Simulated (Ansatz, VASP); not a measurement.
Li3Si2N in VASP and in Ansatz

```
Li Si N
1.0
     4.15747    0.00000    0.00000
    -2.07874    3.60048    0.00000
     0.00000    0.00000    4.86319
Li Si N
3 2 1
Direct
  0.36922 0.00000 0.50000
  0.00000 0.36922 0.50000
  0.63078 0.63078 0.50000
  0.00000 0.00000 0.70122
  0.00000 0.00000 0.29878
  0.00000 0.00000 0.00000
```

Alike in both runs: task single point; functional PBE; k mesh 6 × 6 × 4; occupations gaussian, width 0.1 eV; no spin polarisation.

|  | VASP | Ansatz |
| --- | --- | --- |
| version | VASP 6.6.1 | Ansatz 0.2.0 |
| potentials or method | VASP PAW PBE potentials, release 64 (Li_sv, Si, N), cutoff 520 eV | scalar-relativistic, plane waves, PAW |
| valence electrons in the cell | 22 | 22 |

Ansatz gave:

| Quantity | Value |
| --- | --- |
| gap on the k mesh at the Fermi level (eV) | none |
| rms of the force components (eV/Å) | 3.353 |

**Question.** Estimate VASP's values.

**Answer.** gap on the k mesh at the Fermi level (eV): none; rms of the force components (eV/Å): 3.389.

Atom by atom the forces differ by 0.048 eV/Å (rms over components). A gap of «none» marks a metal or a gap that the smearing closes. The functional is the same, so the differences come from potentials, cutoffs and numerics.

Noted on VASP's run: the cutoff is under 1.25 times that of the potentials, so the pressure is a little rough.
